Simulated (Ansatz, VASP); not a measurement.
# One calculation of ZnGe2N2, two programs

```
Zn Ge N
1.0
     2.59921   -1.57712   -0.05004
     2.59921    1.57712   -0.05004
    -0.61314    0.00000    9.63545
Zn Ge N
1 2 2
Direct
  0.36407 0.63593 0.00000
  0.08751 0.01929 0.73162
  0.98071 0.91249 0.26838
  0.79728 0.66606 0.84720
  0.33394 0.20272 0.15280
```

Change from the starting cell: species swapped into the NiH2O2 type (C2, No. 5).

Alike in both runs: functional PBE; k mesh 6 × 6 × 2; occupations gaussian, width 0.1 eV; no spin polarisation.

Ansatz relaxed the structure, and its values are those at the end. VASP's run is a single point on that final structure, the one shown.

|  | VASP | Ansatz |
| --- | --- | --- |
| version | VASP 6.6.1 | Ansatz 0.2.0 |
| potentials or method | VASP PAW PBE potentials, release 64 (Zn, Ge_d, N), cutoff 520 eV | scalar-relativistic, plane waves, PAW |
| valence electrons in the cell | 50 | 50 |

Ansatz gave:

| Quantity | Value |
| --- | --- |
| gap on the k mesh at the Fermi level (eV) | 1.16 |
| least direct gap on the mesh (eV) | 1.69 |
| pressure (GPa) | 0.0 |
| rms of the force components (eV/Å) | 0.006 |

Q: What did VASP give for the same quantities?

A: gap on the k mesh at the Fermi level (eV): 1.15; least direct gap on the mesh (eV): 1.67; pressure (GPa): 0.3; rms of the force components (eV/Å): 0.014.
